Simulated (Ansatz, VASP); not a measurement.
Tl in VASP and in Ansatz

The input INCAR:

```
SYSTEM = Tl
PREC     = Accurate       ! precision mode
ENCUT    = 520            ! plane-wave cutoff, eV
EDIFF    = 1E-7           ! SCF threshold, eV
ISMEAR   = -1             ! smearing method
SIGMA    = 0.1            ! smearing width, eV
LREAL    = .False.        ! projectors in reciprocal space
LASPH    = .True.         ! aspherical terms in the spheres
NELM     = 80             ! most SCF steps
ALGO     = Normal         ! electronic algorithm
ISIF     = 2              ! what is computed and relaxed
LWAVE    = .False.        ! write WAVECAR
LCHARG   = .False.        ! write CHGCAR
GGA      = PE             ! functional
NBANDS   = 34             ! bands
```

KPOINTS

```
Automatic mesh
0
Gamma
  12 12 3
  0 0 0
```

File POSCAR:

```
Tl
1.0
    3.5007790515      0.0000000000      0.0000000000
   -1.7503895257      3.0317635916      0.0000000000
    0.0000000000      0.0000000000     11.2964635798
Tl
4
Direct
    1.0000000000      0.0000000000      1.0000000000
    1.0000000000      1.0000000000      0.5000000000
    0.3333333333      0.6666666667      0.2500000000
    0.6666666667      0.3333333333      0.7500000000
```

Input for Ansatz:

```yaml
crystal:
  lattice:
    - [3.5007790515, 0.0, 0.0]
    - [-1.7503895257, 3.0317635916, 0.0]
    - [0.0, 0.0, 11.2964635798]
  atoms:
    - { symbol: Tl, position: [1.0, 0.0, 1.0] }
    - { symbol: Tl, position: [1.0, 1.0, 0.5] }
    - { symbol: Tl, position: [0.3333333333, 0.6666666667, 0.25] }
    - { symbol: Tl, position: [0.6666666667, 0.3333333333, 0.75] }
hamiltonian:
  xc: pbe
  pseudopotentials:
    kind: paw
    azcp:
      Tl: "pseudopotentials/Tl.paw.azcp"
basis:
  ecutwfc: 420
  fft_grid_basis: typed
kpoints:
  mp_grid: { grid: [12, 12, 3], shift: [0, 0, 0] }
magnetization:
  spin_polarized: false
scf:
  occupations: { method: fermi_dirac, width: 0.1 }
  lower_state_search: "off"
output:
  stress: true
```

Alike in both runs: task single point; functional PBE; k mesh 12 × 12 × 3; occupations fermi-dirac, width 0.1 eV; no spin polarisation.

|  | VASP | Ansatz |
| --- | --- | --- |
| version | VASP 6.6.1 | Ansatz 0.2.0 |
| potentials or method | VASP PAW PBE potentials, release 64 (Tl_d), cutoff 520 eV | plane waves (420 eV) with PAW, scalar-relativistic |
| valence electrons in the cell | 52 | 52 |

```tsv
	VASP	Ansatz	Ansatz less VASP
pressure (GPa)	1.2	1.3	+0.06
traceless stress, the component that is largest in VASP (GPa)	-0.09	-0.09	+0.006
```

With one functional, cell and mesh, what is left measures potentials, basis and numerics.

Spin-orbit coupling is off throughout.
